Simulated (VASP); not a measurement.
Here is a VASP 6.6.1 calculation.

File INCAR:

```
SYSTEM = InSe
ALGO = Normal
DIPOL = 0.5 0.5 0.500
EDIFF = 1E-7
ENCUT = 520
GGA = PE
IDIPOL = 3
ISIF = 2
ISMEAR = 0
IVDW = 12
LASPH = .TRUE.
LCHARG = .FALSE.
LDIPOL = .TRUE.
LREAL = .FALSE.
LWAVE = .FALSE.
NBANDS = 27
NELM = 60
PREC = Accurate
SIGMA = 0.02
```

Contents of KPOINTS:

```
k-points
0
G
  9 9 1
  0 0 0
```

File POSCAR:

```
InSe
1.0
    3.8920000000      0.0000000000      0.0000000000
   -1.9460000000      3.3705708715      0.0000000000
    0.0000000000      0.0000000000     36.7199571806
Se In
2 2
Direct
    0.0000000000      0.0000000000      0.4298335320
    0.0000000000      0.0000000000      0.5701387065
    0.6666666667      0.3333333333      0.4635837234
    0.6666666667      0.3333333333      0.5363885708
```

Potentials or basis: VASP PAW PBE potentials, release 64 (Se, In_d).

Run with:

```bash
$ cat potpaw_PBE.64/Se/POTCAR potpaw_PBE.64/In_d/POTCAR > POTCAR
$ mpirun -np 1 vasp_std > vasp.out
```

Estimate the largest force.

1.055 eV/Å.

What does it give for the dispersion energy per atom?

-0.245 eV.

What does it give for the band gap on the k mesh?

1.98 eV, indirect (least direct gap 2.09 eV).

Forces in eV/Å, atoms in the order of the input:
```
Se   0.000  0.000 -1.055
Se   0.000  0.000  1.055
In   0.000  0.000  0.277
In   0.000  0.000 -0.277
```

Caveat: spin-orbit coupling is left out, which moves the levels of the heavy elements.
